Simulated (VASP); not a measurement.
# Bi2Se3 (R-3m) in VASP: notebook

Runs on Bi2Se3. Level: r2SCAN+D3(BJ). Tasks: single point.

All numbers are computed with VASP 6.6.1; they aren't measurements. Logs are shortened: lines on timing, memory, paths and dates and some standing lists are left out, and cuts for length are marked.

### 1 The cell of the first run

The structure is trigonal, space group R-3m (No. 166). The conventional cell has a = 4.144 Å, b = 4.144 Å, c = 29.462 Å, α = 90.00°, β = 90.00°, γ = 120.00°. Bi (site symmetry 3m) has 6 Se at 2.85 to 3.07 Å within 3.8 Å. Se (site symmetry -3m) has 6 Bi at 3.07 Å and 12 Se at 4.14 to 4.22 Å within 4.3 Å. Se (site symmetry 3m) has 3 Bi at 2.85 Å and 3 Se at 3.73 Å within 3.8 Å.

### 2 Single point, r2SCAN+D3(BJ) (29.21 Å³/atom)

Contents of POSCAR:

```
Bi2Se3
1.0
    2.0720016781      1.1962707266      9.8205362380
   -2.0720016781      1.1962707266      9.8205362380
    0.0000000000     -2.3925414533      9.8205362380
Bi Se
2 3
Direct
    0.3988509548      0.3988509548      0.3988509548
    0.6011490452      0.6011490452      0.6011490452
    0.0000000000      0.0000000000      0.0000000000
    0.2152798293      0.2152798293      0.2152798293
    0.7847201707      0.7847201707      0.7847201707
```

Contents of INCAR.step1:

```
PREC     = Accurate       # precision mode
ENCUT    = 520            # plane-wave cutoff, eV
ISMEAR   = 0              # smearing method
SIGMA    = 0.05           # smearing width, eV
LREAL    = False          # projectors in reciprocal space
LASPH    = True           # aspherical terms in the spheres
NELM     = 80             # most SCF steps
NBANDS   = 32             # bands
GGA      = PE             # functional
ALGO     = Normal         # electronic algorithm
EDIFF    = 1E-4           # SCF threshold, eV
LWAVE    = True           # write WAVECAR
LCHARG   = False          # write CHGCAR
```

Contents of INCAR.step2:

```
PREC     = Accurate       # precision mode
ENCUT    = 520            # plane-wave cutoff, eV
EDIFF    = 1E-6           # SCF threshold, eV
ISMEAR   = 0              # smearing method
SIGMA    = 0.05           # smearing width, eV
LREAL    = False          # projectors in reciprocal space
LASPH    = True           # aspherical terms in the spheres
NELM     = 80             # most SCF steps
ALGO     = Normal         # electronic algorithm
ISIF     = 2              # what is computed and relaxed
LWAVE    = False          # write WAVECAR
LCHARG   = False          # write CHGCAR
METAGGA  = R2SCAN         # meta-GGA
LMIXTAU  = True         
IVDW     = 12             # dispersion correction
VDW_S6   = 1.0          
VDW_S8   = 0.78981345   
VDW_A1   = 0.49484001   
VDW_A2   = 5.73083694   
NBANDS   = 32             # bands
ISTART   = 1
```

Contents of KPOINTS:

```
regular mesh
0
Gamma
  6 6 6
```

Potentials or basis: VASP PAW PBE potentials, release 64 (Bi_d, Se).

On the command line:

```console
$ cat potpaw_PBE.64/Bi_d/POTCAR potpaw_PBE.64/Se/POTCAR > POTCAR
$ cp INCAR.step1 INCAR
$ mpirun -np 1 vasp_std > vasp.out
$ cp INCAR.step2 INCAR
$ mpirun -np 1 vasp_std > vasp.out
```

OUTCAR:

```text
PREC = Accurate
   ENCUT = 520
   EDIFF = 1E-6
   ISMEAR = 0
   LREAL = False
   LASPH = True
   NELM = 80
   ISIF = 2
   METAGGA = R2SCAN
   IVDW = 12
   ISTART = 1
 IVDW          = 12

 ion  position               nearest neighbor table
   1  0.399  0.399  0.399-   5 2.85   5 2.85   5 2.85   3 3.07   3 3.07   3 3.07
   2  0.601  0.601  0.601-   4 2.85   4 2.85   4 2.85   3 3.07   3 3.07   3 3.07
   3  0.000  0.000  0.000-   2 3.07   2 3.07   1 3.07   1 3.07   2 3.07   1 3.07
   4  0.215  0.215  0.215-   2 2.85   2 2.85   2 2.85
   5  0.785  0.785  0.785-   1 2.85   1 2.85   1 2.85

  LATTYP: Found a trigonal (rhomboedric) cell.
 ALAT       =    10.1077785199
 COS(alpha) =     0.9159575379

  Lattice vectors:

 A1 = (   2.0720016781,   1.1962707266,   9.8205362380)
 A2 = (  -2.0720016781,   1.1962707266,   9.8205362380)
 A3 = (   0.0000000000,  -2.3925414533,   9.8205362380)

Analysis of symmetry for initial positions (statically):
=====================================================================
 Subroutine PRICEL returns:
 Original cell was already a primitive cell.

 Routine SETGRP: Setting up the symmetry group for a
 trigonal (rhombohedral) supercell.

 Subroutine GETGRP returns: Found 12 space group operations
 (whereof 12 operations were pure point group operations)
 out of a pool of 12 trial point group operations.

The static configuration has the point symmetry D_3d.

Analysis of symmetry for dynamics (positions and initial velocities):
=====================================================================
 Subroutine PRICEL returns:
 Original cell was already a primitive cell.

 Routine SETGRP: Setting up the symmetry group for a
 trigonal (rhombohedral) supercell.

 Subroutine GETGRP returns: Found 12 space group operations
 (whereof 12 operations were pure point group operations)
 out of a pool of 12 trial point group operations.

The dynamic configuration has the point symmetry D_3d.

 Subroutine INISYM returns: Found 12 space group operations
 (whereof 12 operations are pure point group operations),
 and found     1 'primitive' translations

----------------------------------------------------------------------------------------

                                     Primitive cell

  volume of cell :     146.0515

  direct lattice vectors                    reciprocal lattice vectors
     2.072001678  1.196270727  9.820536238     0.241312546  0.139321863  0.033942478
    -2.072001678  1.196270727  9.820536238    -0.241312546  0.139321863  0.033942478
[... 94 lines left out ...]
   NSW    =      0    number of steps for IOM
   IBRION =     -1    ionic relax: 0-MD 1-quasi-New 2-CG
   NFREE  =      0    steps in history (QN), initial steepest desc. (CG)
   ISIF   =      2    stress and relaxation
   ISYM   =      2    0-nonsym 1-usesym 2-fastsym
   POTIM  = 0.5000    time-step for ionic-motion
   TEBEG  =    0.0;   TEEND  =   0.0 temperature during run
   PSTRESS=    0.0 pullay stress
   NELECT =      48.0000    total number of electrons
   NUPDOWN=      -1.0000    fix difference up-down
   EMIN   =  10.00;   EMAX   =-10.00  energy-range for DOS
   EFERMI =   0.00;   METHOD = LEGACY
   ISMEAR =     0;   SIGMA  =   0.05  broadening in eV -4-tet -1-fermi 0-gaus
   EFERMI_NEDOS =   21; number of points for ismear=-14 and -15
   IALGO  =     38    algorithm
   IMIX   =      4    mixing-type and parameters
     AMIX     =   0.40;   BMIX     =  1.00
     AMIX_MAG =   1.60;   BMIX_MAG =  1.00
  volume/ion in A,a.u.               =      29.21       197.12
  Fermi-wavevector in a.u.,A,eV,Ry     =   1.129761  2.134939 17.365930  1.276360
  Thomas-Fermi vector in A             =   2.266455
   LORBIT       =      0    0 simple, 1 ext, 2 COOP (PROOUT), +10 PAW based schemes
   METAGGA = R2SCAN    functional components
   LHFCALC =     F    Hartree Fock is set to
   AEXX    =    0.0000 exact exchange contribution
   IVDW    =    12    specifies the selected vdW correction
   LEPSILON=     F    determine dielectric tensor
   LRPA    =     F    only Hartree local field effects (RPA)
 non-spin polarized calculation
 Gauss-broadening in eV      SIGMA  =   0.05
  energy-cutoff  :      520.00
  volume of cell :      146.05
 maximum number of plane-waves:      3967
 NGX is ok and might be reduce to    80
   NGX = 37   NGY = 37   NGZ = 37

 number of electron      48.0000005 magnetization

 Free energy of the ion-electron system (eV)
  ---------------------------------------------------
  ext. energy  EPLUGINS =         0.00000000
  ---------------------------------------------------
  free energy    TOTEN  =      -162.05975224 eV

  energy without entropy =     -162.05975224  energy(sigma->0) =     -162.05975224

 E-fermi :   4.5545     XC(G=0):  -9.8649

 val. band max:        4.3086457342   @ k =   0.0000   0.0000   0.0000
 cond. band min:       4.9883124688   @ k =   0.0000   0.0000   0.0000
 fundamental gap:      0.6796667346
 Fermi energy:         4.5544649562

 k-point     1 :       0.0000    0.0000    0.0000
  band No.  band energies     occupation
      1     -19.4113      2.00000
      2     -19.4113      2.00000
      3     -19.4090      2.00000
      4     -19.4090      2.00000
      5     -19.3986      2.00000
      6     -19.3960      2.00000
[... 829 lines left out ...]
     31       9.6705      0.00000
     32      11.3685      0.00000

 [... further k-points ...]

------------------------ aborting loop because EDIFF is reached ----------------------------------------

 Edisp (eV)   -0.91384

 E8    (eV) :    -0.3243

  FORCE on cell =-STRESS in cart. coord.  units (eV):
  Direction    XX          YY          ZZ          XY          YZ          ZX
  --------------------------------------------------------------------------------------
  -------------------------------------------------------------------------------------
  Total      -0.00959    -0.00959     0.02785     0.00000    -0.00000     0.00000
  in kB      -0.10523    -0.10523     0.30547     0.00000    -0.00000     0.00000
  external pressure =        0.03 kB  Pullay stress =        0.00 kB

 VOLUME and BASIS-vectors are now :
 -----------------------------------------------------------------------------
  energy-cutoff  :      520.00
  volume of cell :      146.05
      direct lattice vectors                 reciprocal lattice vectors
     2.072001678  1.196270727  9.820536238     0.241312546  0.139321863  0.033942478
    -2.072001678  1.196270727  9.820536238    -0.241312546  0.139321863  0.033942478
     0.000000000 -2.392541453  9.820536238     0.000000000 -0.278643727  0.033942478

 POSITION                                       TOTAL-FORCE (eV/Angst)
 -----------------------------------------------------------------------------------
      0.00000     -0.00000     11.75079        -0.000000      0.000000     -0.026086
      0.00000     -0.00000     17.71082        -0.000000     -0.000000      0.026086
      0.00000      0.00000      0.00000         0.000000     -0.000000      0.000000
      0.00000     -0.00000      6.34249        -0.000000      0.000000     -0.059616
      0.00000     -0.00000     23.11912        -0.000000     -0.000000      0.059616
 -----------------------------------------------------------------------------------
    total drift:                               -0.000000     -0.000000      0.000000

  FREE ENERGIE OF THE ION-ELECTRON SYSTEM (eV)
  ---------------------------------------------------
  free  energy   TOTEN  =      -162.9735888252 eV

  energy  without entropy=     -162.9735888252  energy(sigma->0) =     -162.97358883
```

It took 45 min on 1 thread of Intel Xeon Platinum 8259CL at 2.50GHz (Skylake/Cascade Lake), shared host; peak memory 1.1 GiB.

Results:

* Free energy: -162.9736 eV
* Pressure: 0.0 GPa
* Largest force: 0.060 eV/Å
* Band gap on the k mesh: 0.68 eV
* Dispersion energy per atom: -0.183 eV

Forces in eV/Å, atoms in the order of the input:
```
Bi   0.000  0.000 -0.026
Bi   0.000  0.000  0.026
Se   0.000  0.000  0.000
Se   0.000  0.000 -0.060
Se   0.000  0.000  0.060
```

Caveat: three body term missing; the PAW data sets were made with another functional, which shifts forces and pressure a little; spin-orbit coupling is left out, which moves the levels of the heavy elements.

### 3 Single point, r2SCAN+D3(BJ) (29.35 Å³/atom)

This run uses another cell than the first one, of 29.35 Å³/atom.

Changes to POSCAR since step 2:

```diff
@@ -2,5 +2,5 @@
 1.0
-    2.0720016781      1.1962707266      9.8205362380
-   -2.0720016781      1.1962707266      9.8205362380
-    0.0000000000     -2.3925414533      9.8205362380
+    2.0752169272      1.1981270515      9.8357753518
+   -2.0752169272      1.1981270515      9.8357753518
+    0.0000000000     -2.3962541031      9.8357753518
 Bi Se
```

Contents of INCAR.step1:

```
SYSTEM = Bi2Se3
PREC = Accurate
ENCUT = 520
ISMEAR = 0
SIGMA = 0.05
LREAL = .FALSE.
LASPH = .TRUE.
NELM = 100
NBANDS = 32
GGA = PE
ALGO = Normal
EDIFF = 1E-4
LWAVE = .TRUE.
LCHARG = .FALSE.
```

Contents of INCAR.step2:

```
SYSTEM = Bi2Se3
PREC = Accurate
ENCUT = 520
EDIFF = 1E-7
ISMEAR = 0
SIGMA = 0.05
LREAL = .FALSE.
LASPH = .TRUE.
NELM = 100
ALGO = Normal
ISIF = 2
LWAVE = .FALSE.
LCHARG = .FALSE.
METAGGA = R2SCAN
LMIXTAU = .TRUE.
IVDW = 12
VDW_S6 = 1.0
VDW_S8 = 0.78981345
VDW_A1 = 0.49484001
VDW_A2 = 5.73083694
NBANDS = 32
ISTART = 1
```

Contents of KPOINTS:

```
Automatic mesh
0
G
  6 6 6
  0 0 0
```

Potentials or basis: VASP PAW PBE potentials, release 64 (Bi_d, Se).

On the command line:

```console
$ cat potpaw_PBE.64/Bi_d/POTCAR potpaw_PBE.64/Se/POTCAR > POTCAR
$ cp INCAR.step1 INCAR
$ mpirun -np 1 vasp_std > vasp.out
$ cp INCAR.step2 INCAR
$ mpirun -np 1 vasp_std > vasp.out
```

Run time: 70 min. Hardware: 1 thread of Intel Xeon Platinum 8259CL at 2.50GHz (Skylake/Cascade Lake), shared host; peak memory 1.1 GiB.

Results (log left out):

| Property | Result |
| --- | --- |
| Free energy | -162.9730 eV |
| Pressure | -0.3 GPa |
| Largest force | 0.021 eV/Å |
| Band gap on the k mesh | 0.68 eV |
| Dispersion energy per atom | -0.182 eV |

Forces in eV/Å, atoms in the order of the input:
```
Bi   0.000  0.000 -0.014
Bi   0.000  0.000  0.014
Se   0.000  0.000  0.000
Se   0.000  0.000 -0.021
Se   0.000  0.000  0.021
```

Levels at points of the mesh, in eV from the valence-band top:
```
           k point  band 21  band 22  band 23  band 24  band 25  band 26  band 27  band 28
(0.00, 0.00, 0.00)    -1.73    -1.17    -1.17     0.00     0.68     1.79     1.79     2.51
(0.50, 0.00, 0.00)    -2.72    -1.88    -1.23    -0.56     1.31     2.40     3.39     3.41
(0.50, 0.50, 0.00)    -1.84    -1.65    -1.49    -0.99     1.73     2.37     2.87     3.42
(0.50, 0.50, 0.50)    -1.28    -1.27    -1.27    -0.32     0.89     1.98     1.98     2.47
```

Caveat: three body term missing; the PAW data sets were made with another functional, which shifts forces and pressure a little; spin-orbit coupling is left out, which moves the levels of the heavy elements.
